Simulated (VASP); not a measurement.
# PbS (Pm-3m) in VASP: a series of runs

Aim: see how the results for PbS move with the level of theory and the settings. Levels: PBE-based screened hybrid with 10 % exact exchange, PBE-based screened hybrid with 25 % exact exchange. Tasks: single point, relaxation of cell and atoms.

Everything below comes from runs of VASP 6.6.1. Logs are shortened: lines on timing, memory, paths and dates and some standing lists are left out, and cuts for length are marked.

## Step 1: The cell of the first run

It takes space group Pm-3m (No. 221, cubic). Conventional cell: a = 3.654 Å, b = 3.654 Å, c = 3.654 Å, α = 90.00°, β = 90.00°, γ = 90.00°. Within 4.2 Å of Pb (site symmetry m-3m) lie 8 S at 3.16 Å and 6 Pb at 3.65 Å. S (site symmetry m-3m) has 8 Pb at 3.16 Å and 6 S at 3.65 Å within 4.2 Å.

## Step 2: Single point, PBE-based screened hybrid with 10 % exact exchange

File POSCAR:

```
PbS
1.0
    3.6536590000      0.0000000000      0.0000000000
    0.0000000000      3.6536590000      0.0000000000
    0.0000000000      0.0000000000      3.6536590000
Pb S
1 1
Direct
    0.0000000000      0.0000000000      0.0000000000
    0.5000000000      0.5000000000      0.5000000000
```

File INCAR.step1:

```
SYSTEM = PbS
PREC = Accurate
ENCUT = 520
EDIFF = 1E-5
ISMEAR = -1
SIGMA = 0.05
LREAL = .FALSE.
LASPH = .TRUE.
NELM = 100
ALGO = Normal
ISIF = 2
LWAVE = .TRUE.
LCHARG = .FALSE.
GGA = PE
NBANDS = 17
```

File INCAR.step2:

```
SYSTEM = PbS
PREC = Accurate
ENCUT = 520
EDIFF = 1E-6
ISMEAR = -1
SIGMA = 0.05
LREAL = .FALSE.
LASPH = .TRUE.
NELM = 100
ALGO = Normal
ISIF = 2
LWAVE = .FALSE.
LCHARG = .FALSE.
GGA = PE
LHFCALC = .TRUE.
AEXX = 0.1
HFSCREEN = 0.2
PRECFOCK = Normal
ISTART = 1
NBANDS = 17
```

File KPOINTS:

```
Automatic mesh
0
G
  4 4 4
  0 0 0
```

Potentials or basis: VASP PAW PBE potentials, release 64 (Pb_d, S).

Run with:

```bash
> cat potpaw_PBE.64/Pb_d/POTCAR potpaw_PBE.64/S/POTCAR > POTCAR
> cp INCAR.step1 INCAR
> mpirun -np 1 vasp_std > vasp.out
> cp INCAR.step2 INCAR
> mpirun -np 1 vasp_std > vasp.out
```

OUTCAR:

```text
SYSTEM = PbS
   PREC = Accurate
   ENCUT = 520
   EDIFF = 1E-6
   ISMEAR = -1
   LREAL = .FALSE.
   LASPH = .TRUE.
   NELM = 100
   ISIF = 2
   GGA = PE
   LHFCALC = .TRUE.
   AEXX = 0.1
   HFSCREEN = 0.2
   PRECFOCK = Normal
   ISTART = 1

 ion  position               nearest neighbor table
   1  0.000  0.000  0.000-   2 3.16   2 3.16   2 3.16   2 3.16   2 3.16   2 3.16   2 3.16   2 3.16

   2  0.500  0.500  0.500-   1 3.16   1 3.16   1 3.16   1 3.16   1 3.16   1 3.16   1 3.16   1 3.16

  LATTYP: Found a simple cubic cell.
 ALAT       =     3.6536590000

  Lattice vectors:

 A1 = (   3.6536590000,   0.0000000000,   0.0000000000)
 A2 = (   0.0000000000,   3.6536590000,   0.0000000000)
 A3 = (   0.0000000000,   0.0000000000,   3.6536590000)

Analysis of symmetry for initial positions (statically):
=====================================================================
 Subroutine PRICEL returns:
 Original cell was already a primitive cell.

 Routine SETGRP: Setting up the symmetry group for a
 simple cubic supercell.

 Subroutine GETGRP returns: Found 48 space group operations
 (whereof 48 operations were pure point group operations)
 out of a pool of 48 trial point group operations.

The static configuration has the point symmetry O_h .

Analysis of symmetry for dynamics (positions and initial velocities):
=====================================================================
 Subroutine PRICEL returns:
 Original cell was already a primitive cell.

 Routine SETGRP: Setting up the symmetry group for a
 simple cubic supercell.

 Subroutine GETGRP returns: Found 48 space group operations
 (whereof 48 operations were pure point group operations)
 out of a pool of 48 trial point group operations.

The dynamic configuration has the point symmetry O_h .

 Subroutine INISYM returns: Found 48 space group operations
 (whereof 48 operations are pure point group operations),
 and found     1 'primitive' translations

----------------------------------------------------------------------------------------

                                     Primitive cell

  volume of cell :      48.7735

  direct lattice vectors                    reciprocal lattice vectors
     3.653659000  0.000000000  0.000000000     0.273698230  0.000000000  0.000000000
     0.000000000  3.653659000  0.000000000     0.000000000  0.273698230  0.000000000
[... 76 lines left out ...]
   ISIF   =      2    stress and relaxation
   ISYM   =      3    0-nonsym 1-usesym 2-fastsym
   POTIM  = 0.5000    time-step for ionic-motion
   TEBEG  =    0.0;   TEEND  =   0.0 temperature during run
   PSTRESS=    0.0 pullay stress
   NELECT =      20.0000    total number of electrons
   NUPDOWN=      -1.0000    fix difference up-down
   EMIN   =  10.00;   EMAX   =-10.00  energy-range for DOS
   EFERMI =   0.00;   METHOD = LEGACY
   ISMEAR =    -1;   SIGMA  =   0.05  broadening in eV -4-tet -1-fermi 0-gaus
   EFERMI_NEDOS =   21; number of points for ismear=-14 and -15
   IALGO  =     38    algorithm
   IMIX   =      1    mixing-type and parameters
     AMIX     =   0.40;   BMIX     =  1.00
     AMIX_MAG =   1.60;   BMIX_MAG =  1.00
  volume/ion in A,a.u.               =      24.39       164.57
  Fermi-wavevector in a.u.,A,eV,Ry     =   1.216252  2.298383 20.126668  1.479268
  Thomas-Fermi vector in A             =   2.351612
   LORBIT       =      0    0 simple, 1 ext, 2 COOP (PROOUT), +10 PAW based schemes
   GGA     = PE    functional components
   LHFCALC =     T    Hartree Fock is set to
   PRECFOCK=normal    Normal, Fast or Accurate (Low or Medium for compatibility)
   ENCUT4O =  -1.0   cutoff for four orbital integrals eV
   NKREDX  =     1    reduce k-point grid by
   NKREDY  =     1    reduce k-point grid by
   NKREDZ  =     1    reduce k-point grid by
   AEXX    =    0.1000 exact exchange contribution
   HFSCREEN=    0.2000 screening length (either q_TF or 0.3 A-1)
   HFSCREENC=   0.2000 screening length for correlation (either q_TF or 0.3 A-1)
   ENCUTFOCK=  -1.0 apply spherical cutoff to Coloumb kernel
   IVDW    =     0    specifies the selected vdW correction
   LEPSILON=     F    determine dielectric tensor
   LRPA    =     F    only Hartree local field effects (RPA)
 non-spin polarized calculation
  energy-cutoff  :      520.00
  volume of cell :       48.77
 maximum number of plane-waves:      1357
 NGX is ok and might be reduce to    28
  NGX = 24; NGY = 24; NGZ = 24

 number of electron      19.9999995 magnetization

 Free energy of the ion-electron system (eV)
  ---------------------------------------------------
  ext. energy  EPLUGINS =         0.00000000
  ---------------------------------------------------
  free energy    TOTEN  =        -8.81728522 eV

  energy without entropy =       -8.81252591  energy(sigma->0) =       -8.81490556

 E-fermi :   5.8013     XC(G=0):  -9.4671

 val. band max:        5.6469415958   @ k =   0.5000   0.5000   0.0000
 cond. band min:       5.8980408140   @ k =   0.5000   0.0000   0.0000
 fundamental gap:      0.2510992183
 Fermi energy:         5.8013358856

 k-point     1 :       0.0000    0.0000    0.0000
  band No.  band energies     occupation
      1     -11.6766      2.00000
      2     -11.6766      2.00000
      3     -11.4674      2.00000
      4     -11.4674      2.00000
      5     -11.4674      2.00000
      6      -7.7417      2.00000
[... 177 lines left out ...]
      4     -11.4128      2.00000
      5     -11.4128      2.00000
      6      -5.3808      2.00000
[... 9 lines left out ...]
     16      20.1961      0.00000
     17      22.9718      0.00000

------------------------ aborting loop because EDIFF is reached ----------------------------------------

  FORCE on cell =-STRESS in cart. coord.  units (eV):
  Direction    XX          YY          ZZ          XY          YZ          ZX
  --------------------------------------------------------------------------------------
  -------------------------------------------------------------------------------------
  Total       -0.4334827     -0.4334827     -0.4334827     -0.0000000     -0.0000000     -0.0000000
  in kB      -14.2396171    -14.2396171    -14.2396171     -0.0000000     -0.0000000     -0.0000000
  external PRESSURE =     -14.2396171 kB  Pullay stress =       0.0000000 kB

 VOLUME and BASIS-vectors are now :
 -----------------------------------------------------------------------------
  energy-cutoff  :      520.00
  volume of cell :       48.77
      direct lattice vectors                 reciprocal lattice vectors
     3.653659000  0.000000000  0.000000000     0.273698230  0.000000000  0.000000000
     0.000000000  3.653659000  0.000000000     0.000000000  0.273698230  0.000000000
     0.000000000  0.000000000  3.653659000     0.000000000  0.000000000  0.273698230

 POSITION                                       TOTAL-FORCE (eV/Angst)
 -----------------------------------------------------------------------------------
      0.00000      0.00000      0.00000         0.000000      0.000000      0.000000
      1.82683      1.82683      1.82683         0.000000      0.000000      0.000000
 -----------------------------------------------------------------------------------
    total drift:                                0.000004      0.000002      0.000004

  FREE ENERGIE OF THE ION-ELECTRON SYSTEM (eV)
  ---------------------------------------------------
  free  energy   TOTEN  =        -8.8172852183 eV

  energy  without entropy=       -8.8125259072  energy(sigma->0) =       -8.81490556
```

OUTCAR.step1:

```text
SYSTEM = PbS
   PREC = Accurate
   ENCUT = 520
   EDIFF = 1E-5
   ISMEAR = -1
   LREAL = .FALSE.
[... 406 lines left out ...]
      0.00000      0.00000      0.00000         0.000000      0.000000      0.000000
      1.82683      1.82683      1.82683         0.000000      0.000000      0.000000
 -----------------------------------------------------------------------------------
    total drift:                               -0.000000      0.000000      0.000000

  FREE ENERGIE OF THE ION-ELECTRON SYSTEM (eV)
  ---------------------------------------------------
  free  energy   TOTEN  =        -8.1840528833 eV

  energy  without entropy=       -8.1765070118  energy(sigma->0) =       -8.18027995
```

OSZICAR.step1:

```text
N       E                     dE             d eps       ncg     rms          rms(c)
DAV:   1     0.154404389472E+03    0.15440E+03   -0.96343E+03   340   0.127E+03
DAV:   2     0.196048074073E+01   -0.15244E+03   -0.14693E+03   372   0.314E+02
DAV:   3    -0.863130758053E+01   -0.10592E+02   -0.10473E+02   425   0.881E+01
DAV:   4    -0.887914978023E+01   -0.24784E+00   -0.24769E+00   463   0.144E+01
DAV:   5    -0.888789492135E+01   -0.87451E-02   -0.87445E-02   494   0.260E+00    0.428E+00
DAV:   6    -0.819241080476E+01    0.69548E+00   -0.17583E+00   508   0.931E+00    0.307E+00
DAV:   7    -0.818750519459E+01    0.49056E-02   -0.12712E-01   389   0.185E+00    0.180E+00
DAV:   8    -0.818415816939E+01    0.33470E-02   -0.15025E-02   394   0.117E+00    0.311E-01
DAV:   9    -0.818396326959E+01    0.19490E-03   -0.16074E-03   485   0.297E-01    0.107E-01
DAV:  10    -0.818406567081E+01   -0.10240E-03   -0.22033E-04   402   0.978E-02    0.864E-02
DAV:  11    -0.818405303698E+01    0.12634E-04   -0.34677E-05   409   0.530E-02    0.719E-03
DAV:  12    -0.818405288334E+01    0.15364E-06   -0.91753E-07   215   0.677E-03
   1 F= -.81840529E+01 E0= -.81802799E+01  d E =-.754587E-02
```

Wall time 7.7 min (1 thread of Intel Xeon Platinum 8375C at 2.90GHz (Ice Lake), shared host); peak memory 0.28 GiB.

Results:

```yaml
Free_energy: -8.8173 eV
Pressure: -1.4 GPa
Band_gap_on_the_k_mesh: zero (bands 10 and 11 overlap by 0.27 eV)
```

Caveat: the k points lie up to 0.43 Å⁻¹ apart; the PAW data sets were made with another functional, which shifts forces and pressure a little; spin-orbit coupling is left out, which moves the levels of the heavy elements.

## Step 3: Relaxation of cell and atoms, PBE-based screened hybrid with 25 % exact exchange

POSCAR is that of step 2.

File INCAR.step1:

```
SYSTEM = PbS
PREC = Accurate
ENCUT = 600
EDIFF = 1E-5
ISMEAR = -1
SIGMA = 0.05
LREAL = .False.
LASPH = .True.
NELM = 100
ALGO = Normal
LWAVE = .True.
LCHARG = .False.
GGA = PE
NBANDS = 17
```

File INCAR.step2:

```
SYSTEM = PbS
PREC = Accurate
ENCUT = 600
EDIFF = 1E-6
ISMEAR = -1
SIGMA = 0.05
LREAL = .False.
LASPH = .True.
NELM = 100
ALGO = Normal
ISIF = 3
LWAVE = .False.
LCHARG = .False.
GGA = PE
LHFCALC = .True.
AEXX = 0.25
HFSCREEN = 0.3
PRECFOCK = Normal
IBRION = 2
NSW = 60
EDIFFG = -0.01
ISTART = 1
```

File KPOINTS:

```
regular mesh
0
Gamma
  4 4 4
  0 0 0
```

Potentials or basis: VASP PAW PBE potentials, release 64 (Pb_d, S).

Run with:

```bash
> cat potpaw_PBE.64/Pb_d/POTCAR potpaw_PBE.64/S/POTCAR > POTCAR
> cp INCAR.step1 INCAR
> mpirun -np 1 vasp_std > vasp.out
> cp INCAR.step2 INCAR
> mpirun -np 1 vasp_std > vasp.out
```

Wall time 65 min (1 thread of AMD EPYC 7R43 (Zen 3), shared host); peak memory 0.26 GiB.

Results (log left out):

```
Free energy                           : -9.4583 eV
Relaxed volume                        : 23.52 Å³/atom
Relaxed cell                          : a = 3.610 Å, b = 3.610 Å, c = 3.610 Å, α = 90.00°, β = 90.00°, γ = 90.00°
Space group after relaxing (to 0.1 Å) : Pm-3m (No. 221)
Energy gained by relaxing             : 6.3 meV/atom
Ionic steps                           : 4
Pressure after relaxing               : -0.1 GPa
Band gap on the k mesh                : zero (bands 10 and 11 overlap by 0.39 eV)
```

The path:
| step | energy change (eV) | largest force (eV/Å) | pressure (GPa) | volume (Å³) |
| --- | --- | --- | --- | --- |
| 1 | 0.0000 | 0.0000 | -2.08 | 48.77 |
| 2 | -0.0120 | 0.0000 | 0.47 | 46.57 |
| 3 | -0.0126 | 0.0000 | 0.14 | 46.92 |
| 4 | -0.0126 | 0.0000 | -0.05 | 47.03 |

Final structure:
```xyz
2
Lattice="3.6097 0.0000 0.0000 0.0000 3.6097 0.0000 0.0000 0.0000 3.6097" Properties=species:S:1:pos:R:3 pbc="T T T"
Pb    0.0000    0.0000    0.0000
S     1.8048    1.8048    1.8048
```

Levels at points of the mesh, in eV from the Fermi level:
| k point | band 7 | band 8 | band 9 | band 10 | band 11 | band 12 | band 13 | band 14 |
| --- | --- | --- | --- | --- | --- | --- | --- | --- |
| (0.00, 0.00, 0.00) | -6.85 | -1.80 | -1.80 | -1.80 | 6.08 | 6.08 | 7.71 | 7.71 |
| (0.50, 0.00, 0.00) | -9.74 | -0.54 | -0.54 | 0.17 | 0.84 | 4.66 | 4.66 | 7.37 |
| (0.50, 0.50, 0.00) | -7.53 | -4.98 | -4.98 | -0.31 | 5.08 | 5.08 | 6.98 | 8.02 |
| (0.50, 0.50, 0.50) | -5.98 | -2.71 | -2.71 | -2.71 | -0.22 | -0.22 | -0.22 | 15.26 |

Caveat: the k points lie up to 0.44 Å⁻¹ apart in the final cell; the PAW data sets were made with another functional, which shifts forces and pressure a little; spin-orbit coupling is left out, which moves the levels of the heavy elements.

The gap in the log of VASP goes by the Fermi energy; the results here count the filled bands.